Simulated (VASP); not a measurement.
# YN (pbe) (Fm-3m) in VASP: notebook

The runs below take YN (pbe) through single point, with PBE.

Everything below comes from runs of VASP 6.6.1. Logs are shortened: lines on timing, memory, paths and dates and some standing lists are left out, and cuts for length are marked.

### Step 1. The cell of the first run

It takes space group Fm-3m (No. 225, cubic). The conventional cell has a = 4.890 Å, b = 4.890 Å, c = 4.890 Å, α = 90.00°, β = 90.00°, γ = 90.00°. Within 3.2 Å of Y (site symmetry m-3m) lie 6 N at 2.44 Å. N (site symmetry m-3m) has 6 Y at 2.44 Å within 3.2 Å.

### Step 2. Single point, PBE

Input file INCAR:

```
SYSTEM = YN
ALGO = Normal
EDIFF = 1E-6
ENCUT = 600
GGA = PE
GGA_COMPAT = .False.
ISIF = 2
ISMEAR = 0
LASPH = .True.
LCHARG = .True.
LELF = .True.
LREAL = .False.
LVHAR = .True.
LWAVE = .False.
NBANDS = 15
NELM = 120
PREC = Accurate
SIGMA = 0.1
```

Input file KPOINTS:

```
k-points
0
Gamma
  6 6 6
  0 0 0
```

Input file POSCAR:

```
YN
1.0
    0.0000000000      2.4450000000      2.4450000000
    2.4450000000      0.0000000000      2.4450000000
    2.4450000000      2.4450000000      0.0000000000
Y N
1 1
Direct
    0.0000000000      0.0000000000      0.0000000000
    0.5000000000      0.5000000000      0.5000000000
```

Potentials or basis: VASP PAW PBE potentials, release 64 (Y_sv, N).

On the command line:

```console
cat potpaw_PBE.64/Y_sv/POTCAR potpaw_PBE.64/N/POTCAR > POTCAR
mpirun -np 1 vasp_std > vasp.out
```

OUTCAR:

```text
SYSTEM = YN
   EDIFF = 1E-6
   ENCUT = 600
   GGA = PE
   ISIF = 2
   ISMEAR = 0
   LASPH = .True.
   LREAL = .False.
   NELM = 120
   PREC = Accurate

 ion  position               nearest neighbor table
   1  0.000  0.000  0.000-   2 2.44   2 2.44   2 2.44   2 2.44   2 2.44   2 2.44
   2  0.500  0.500  0.500-   1 2.44   1 2.44   1 2.44   1 2.44   1 2.44   1 2.44

  LATTYP: Found a face centered cubic cell.
 ALAT       =     4.8900000000

  Lattice vectors:

 A1 = (   0.0000000000,   2.4450000000,   2.4450000000)
 A2 = (   2.4450000000,   0.0000000000,   2.4450000000)
 A3 = (   2.4450000000,   2.4450000000,   0.0000000000)

Analysis of symmetry for initial positions (statically):
=====================================================================
 Subroutine PRICEL returns:
 Original cell was already a primitive cell.

 Routine SETGRP: Setting up the symmetry group for a
 face centered cubic supercell.

 Subroutine GETGRP returns: Found 48 space group operations
 (whereof 48 operations were pure point group operations)
 out of a pool of 48 trial point group operations.

The static configuration has the point symmetry O_h .

Analysis of symmetry for dynamics (positions and initial velocities):
=====================================================================
 Subroutine PRICEL returns:
 Original cell was already a primitive cell.

 Routine SETGRP: Setting up the symmetry group for a
 face centered cubic supercell.

 Subroutine GETGRP returns: Found 48 space group operations
 (whereof 48 operations were pure point group operations)
 out of a pool of 48 trial point group operations.

The dynamic configuration has the point symmetry O_h .

 Subroutine INISYM returns: Found 48 space group operations
 (whereof 48 operations are pure point group operations),
 and found     1 'primitive' translations

----------------------------------------------------------------------------------------

                                     Primitive cell

  volume of cell :      29.2325

  direct lattice vectors                    reciprocal lattice vectors
     0.000000000  2.445000000  2.445000000    -0.204498978  0.204498978  0.204498978
     2.445000000  0.000000000  2.445000000     0.204498978 -0.204498978  0.204498978
     2.445000000  2.445000000  0.000000000     0.204498978  0.204498978 -0.204498978

  length of vectors
     3.457752160  3.457752160  3.457752160     0.354202619  0.354202619  0.354202619

  position of ions in fractional coordinates (direct lattice)
     0.000000000  0.000000000  0.000000000
     0.500000000  0.500000000  0.500000000

  ion indices of the primitive-cell ions
   primitive index   ion index
                 1           1
                 2           2

----------------------------------------------------------------------------------------

 KPOINTS: k-points

Automatic generation of k-mesh.
 Grid dimensions read from file:
 generate k-points for:    6    6    6

 Generating k-lattice:

  Cartesian coordinates                     Fractional coordinates (reciprocal lattice)
    -0.034083163  0.034083163  0.034083163     0.166666667  0.000000000  0.000000000
     0.034083163 -0.034083163  0.034083163     0.000000000  0.166666667  0.000000000
     0.034083163  0.034083163 -0.034083163     0.000000000  0.000000000  0.166666667

  Length of vectors
     0.059033770  0.059033770  0.059033770

  Shift w.r.t. Gamma in fractional coordinates (k-lattice)
     0.000000000  0.000000000  0.000000000

 Subroutine IBZKPT returns following result:
 ===========================================

 Found     16 irreducible k-points:

 Following reciprocal coordinates:
            Coordinates               Weight
  0.000000  0.000000  0.000000      1.000000
  0.166667  0.000000  0.000000      8.000000
  0.333333  0.000000  0.000000      8.000000
  0.500000  0.000000  0.000000      4.000000
  0.166667  0.166667  0.000000      6.000000
  0.333333  0.166667  0.000000     24.000000
[... 8 lines left out ...]
 -0.333333  0.333333  0.166667     24.000000
 -0.333333  0.500000  0.166667     12.000000
   k-points           NKPTS =     16   k-points in BZ     NKDIM =     16   number of bands    NBANDS=     15
   number of dos      NEDOS =    301   number of ions     NIONS =      2
   total plane-waves  NPLWV =  21952
   dimension x,y,z NGX =    28 NGY =   28 NGZ =   28
   dimension x,y,z NGXF=    56 NGYF=   56 NGZF=   56
   ions per type =               1   1
   NGX,Y,Z   is equivalent  to a cutoff of  13.46, 13.46, 13.46 a.u.
   NGXF,Y,Z  is equivalent  to a cutoff of  26.92, 26.92, 26.92 a.u.
 SYSTEM =  YN
   PREC   = accura    normal or accurate (medium, high low for compatibility)
   ISTART =      0    job   : 0-new  1-cont  2-samecut
   ICHARG =      2    charge: 1-file 2-atom 10-const
   ISPIN  =      1    spin polarized calculation?
   LNONCOLLINEAR =      F non collinear calculations
   LSORBIT =      F    spin-orbit coupling
   LASPH  =      T    aspherical Exc in radial PAW
   ENCUT  =  600.0 eV  44.10 Ry    6.64 a.u.   6.91  6.91  6.91*2*pi/ulx,y,z
   NELM   =    120;   NELMIN=  2; NELMDL= -5     # of ELM steps
   EDIFF  = 0.1E-05   stopping-criterion for ELM
   LREAL  =      F    real-space projection
   EDIFFG = 0.1E-04   stopping-criterion for IOM
   NSW    =      0    number of steps for IOM
   IBRION =     -1    ionic relax: 0-MD 1-quasi-New 2-CG
   NFREE  =      0    steps in history (QN), initial steepest desc. (CG)
   ISIF   =      2    stress and relaxation
   ISYM   =      2    0-nonsym 1-usesym 2-fastsym
   POTIM  = 0.5000    time-step for ionic-motion
   TEBEG  =    0.0;   TEEND  =   0.0 temperature during run
   PSTRESS=    0.0 pullay stress
   NELECT =      16.0000    total number of electrons
   NUPDOWN=      -1.0000    fix difference up-down
   EMIN   =  10.00;   EMAX   =-10.00  energy-range for DOS
   EFERMI =   0.00;   METHOD = LEGACY
   ISMEAR =     0;   SIGMA  =   0.10  broadening in eV -4-tet -1-fermi 0-gaus
   EFERMI_NEDOS =   21; number of points for ismear=-14 and -15
   IALGO  =     38    algorithm
   IMIX   =      4    mixing-type and parameters
     AMIX     =   0.40;   BMIX     =  1.00
     AMIX_MAG =   1.60;   BMIX_MAG =  1.00
  volume/ion in A,a.u.               =      14.62        98.64
  Fermi-wavevector in a.u.,A,eV,Ry     =   1.339140  2.530608 24.399270  1.793296
  Thomas-Fermi vector in A             =   2.467555
   LORBIT       =      0    0 simple, 1 ext, 2 COOP (PROOUT), +10 PAW based schemes
   GGA     = PE    functional components
   LHFCALC =     F    Hartree Fock is set to
   AEXX    =    0.0000 exact exchange contribution
   IVDW    =     0    specifies the selected vdW correction
   LEPSILON=     F    determine dielectric tensor
   LRPA    =     F    only Hartree local field effects (RPA)
 non-spin polarized calculation
 Gauss-broadening in eV      SIGMA  =   0.10
  energy-cutoff  :      600.00
  volume of cell :       29.23
 maximum number of plane-waves:       983
   NGX = 13   NGY = 13   NGZ = 13

 number of electron      16.0000002 magnetization

 Free energy of the ion-electron system (eV)
  ---------------------------------------------------
  ext. energy  EPLUGINS =         0.00000000
  ---------------------------------------------------
  free energy    TOTEN  =       -18.22066011 eV

  energy without entropy =      -18.21995458  energy(sigma->0) =      -18.22030735

 E-fermi :   4.2497     XC(G=0): -11.2419

 val. band max:        4.1603961212   @ k =   0.0000   0.0000   0.0000
 cond. band min:       4.3390683210   @ k =   0.5000   0.5000   0.0000
 fundamental gap:      0.1786721997
 Fermi energy:         4.2497320144

 k-point     1 :       0.0000    0.0000    0.0000
  band No.  band energies     occupation
      1     -36.6875      2.00000
      2     -16.3311      2.00000
      3     -16.3311      2.00000
      4     -16.3311      2.00000
      5      -8.7536      2.00000
      6       4.1604      1.79356
      7       4.1604      1.79356
      8       4.1604      1.79355
      9       7.2885      0.00000
     10       7.2885      0.00000
     11       7.2885      0.00000
     12       8.3012      0.00000
     13       9.2659      0.00000
     14       9.2659      0.00000
     15      14.9830      0.00000

 k-point     2 :       0.1667    0.0000    0.0000
  band No.  band energies     occupation
      1     -36.6581      2.00000
      2     -16.6445      2.00000
      3     -16.3523      2.00000
      4     -16.3523      2.00000
      5      -8.3041      2.00000
      6       2.7435      2.00000
      7       3.3701      2.00000
      8       3.3701      2.00000
      9       7.4853      0.00000
     10       7.9297      0.00000
     11       7.9297      0.00000
     12       9.6726      0.00000
     13      10.5303      0.00000
     14      10.5303      0.00000
     15      16.6106      0.00000

 k-point     3 :       0.3333    0.0000    0.0000
  band No.  band energies     occupation
      1     -36.5986      2.00000
      2     -17.1995      2.00000
      3     -16.3941      2.00000
      4     -16.3941      2.00000
      5      -7.4330      2.00000
      6       0.8641      2.00000
      7       2.3180      2.00000
      8       2.3180      2.00000
      9       8.4136      0.00000
     10       9.4495      0.00000
     11       9.4495      0.00000
     12      11.3649      0.00000
     13      12.8739      0.00000
     14      12.8739      0.00000
     15      18.0695      0.00000
[... 199 lines left out ...]
 k-point    15 :      -0.3333    0.3333    0.1667
  band No.  band energies     occupation
      1     -36.5400      2.00000
      2     -17.1310      2.00000
      3     -16.7994      2.00000
      4     -16.5816      2.00000
      5      -7.6269      2.00000
      6       1.4388      2.00000
      7       2.4680      2.00000
      8       2.4921      2.00000
      9       8.3435      0.00000
     10       8.5439      0.00000
     11      11.4588      0.00000
     12      11.8828      0.00000
     13      13.3778      0.00000
     14      16.1024      0.00000
     15      16.5407      0.00000

 k-point    16 :      -0.3333    0.5000    0.1667
  band No.  band energies     occupation
      1     -36.5306      2.00000
      2     -17.0492      2.00000
      3     -16.7896      2.00000
      4     -16.7190      2.00000
      5      -7.9532      2.00000
      6       2.3976      2.00000
      7       2.5881      2.00000
      8       2.8100      2.00000
      9       6.5568      0.00000
     10       9.8173      0.00000
     11      11.3823      0.00000
     12      12.0602      0.00000
     13      12.6915      0.00000
     14      15.9353      0.00000
     15      16.2211      0.00000

------------------------ aborting loop because EDIFF is reached ----------------------------------------

  FORCE on cell =-STRESS in cart. coord.  units (eV):
  Direction    XX          YY          ZZ          XY          YZ          ZX
  --------------------------------------------------------------------------------------
  -------------------------------------------------------------------------------------
  Total        0.2671815      0.2671815      0.2671815      0.0000000      0.0000000     -0.0000000
  in kB       14.6436874     14.6436874     14.6436874      0.0000000      0.0000000     -0.0000000
  external PRESSURE =      14.6436874 kB  Pullay stress =       0.0000000 kB

 VOLUME and BASIS-vectors are now :
 -----------------------------------------------------------------------------
  energy-cutoff  :      600.00
  volume of cell :       29.23
      direct lattice vectors                 reciprocal lattice vectors
     0.000000000  2.445000000  2.445000000    -0.204498978  0.204498978  0.204498978
     2.445000000  0.000000000  2.445000000     0.204498978 -0.204498978  0.204498978
     2.445000000  2.445000000  0.000000000     0.204498978  0.204498978 -0.204498978

 POSITION                                       TOTAL-FORCE (eV/Angst)
 -----------------------------------------------------------------------------------
      0.00000      0.00000      0.00000         0.000000      0.000000      0.000000
      2.44500      2.44500      2.44500        -0.000000     -0.000000     -0.000000
 -----------------------------------------------------------------------------------
    total drift:                                0.000000      0.000000      0.000000

  FREE ENERGIE OF THE ION-ELECTRON SYSTEM (eV)
  ---------------------------------------------------
  free  energy   TOTEN  =       -18.2206601091 eV

  energy  without entropy=      -18.2199545828  energy(sigma->0) =      -18.22030735
```

Wall time 17 s (1 thread of Intel Xeon 6975P-C, shared host); peak memory 0.18 GiB.

What came out:

```yaml
Free_energy: -18.2207 eV
Pressure: 1.5 GPa
Band_gap_on_the_k_mesh: 0.18 eV, indirect (least direct gap 0.57 eV)
```

### Step 3. Single point, PBE

This run uses another cell than the first one, of 14.76 Å³/atom, 1.010 times its volume.

Input file INCAR:

```
SYSTEM = YN
PREC = Accurate
ENCUT = 600
EDIFF = 1E-6
ISMEAR = 0
SIGMA = 0.01
LREAL = .FALSE.
LASPH = .TRUE.
NELM = 120
ALGO = Normal
ISIF = 2
LWAVE = .FALSE.
LCHARG = .TRUE.
GGA = PE
LELF = .TRUE.
LVHAR = .TRUE.
NBANDS = 15
GGA_COMPAT = .FALSE.
```

Input file KPOINTS:

```
regular mesh
0
G
  10 10 10
  0 0 0
```

Input file POSCAR:

```
YN
1.0
    0.0000000000      2.4529981914      2.4529981914
    2.4529981914      0.0000000000      2.4529981914
    2.4529981914      2.4529981914      0.0000000000
Y N
1 1
Direct
    0.0000000000      0.0000000000      0.0000000000
    0.5000000000      0.5000000000      0.5000000000
```

Potentials or basis: VASP PAW PBE potentials, release 64 (Y_sv, N).

On the command line:

```console
cat potpaw_PBE.64/Y_sv/POTCAR potpaw_PBE.64/N/POTCAR > POTCAR
mpirun -np 1 vasp_std > vasp.out
```

Run time: 44 s. Hardware: 1 thread of Intel Xeon 6975P-C, shared host; peak memory 0.19 GiB.

Results (log left out):

```
Free energy            : -18.2303 eV
Pressure               : -0.2 GPa
Band gap on the k mesh : 0.21 eV, indirect (least direct gap 0.60 eV)
```

Levels at points of the mesh, in eV from the valence-band top:
```
           k point  band 5  band 6  band 7  band 8  band 9  band 10  band 11  band 12
(0.00, 0.00, 0.00)  -12.89    0.00    0.00    0.00    3.12     3.12     3.12     4.06
(0.50, 0.00, 0.00)  -11.17   -4.05   -2.22   -2.22    5.64     6.31     6.31     6.67
(0.50, 0.50, 0.00)  -12.45   -1.52   -0.40   -0.40    0.21     6.78     7.12     7.82
```

### Step 4. Single point, PBE

This run uses another cell than the first one, of 14.76 Å³/atom, 1.010 times its volume.

Input file INCAR:

```
  PREC = Accurate
  ENCUT = 600
  EDIFF = 1E-6
  ISMEAR = 0
  SIGMA = 0.01
  LREAL = False
  LASPH = True
  NELM = 120
  ALGO = Normal
  ISIF = 2
  LWAVE = False
  LCHARG = False
  GGA = PE
  NBANDS = 15
  GGA_COMPAT = False
```

Input file KPOINTS:

```
regular mesh
0
Gamma
  10 10 10
```

POSCAR is that of step 3.

On the command line:

```console
cat potpaw_PBE.64/Y_sv/POTCAR potpaw_PBE.64/N/POTCAR > POTCAR
mpirun -np 1 vasp_std > vasp.out
```

Run time: 36 s. Hardware: 1 thread of Intel Xeon 6975P-C, shared host; peak memory 0.19 GiB.

The run converged. Its results:

```
Free energy            : -18.2303 eV
Pressure               : -0.2 GPa
Band gap on the k mesh : 0.21 eV, indirect (least direct gap 0.60 eV)
```

Levels at points of the mesh, in eV from the valence-band top:
```
           k point  band 4  band 5  band 6  band 7  band 8  band 9  band 10  band 11  band 12  band 13
(0.00, 0.00, 0.00)  -20.53  -12.89    0.00    0.00    0.00    3.12     3.12     3.12     4.06     5.08
(0.50, 0.00, 0.00)  -20.61  -11.17   -4.05   -2.22   -2.22    5.64     6.31     6.31     6.67    10.06
(0.50, 0.50, 0.00)  -20.84  -12.45   -1.52   -0.40   -0.40    0.21     6.78     7.12     7.82     7.82
```

A k mesh can miss the band edges.
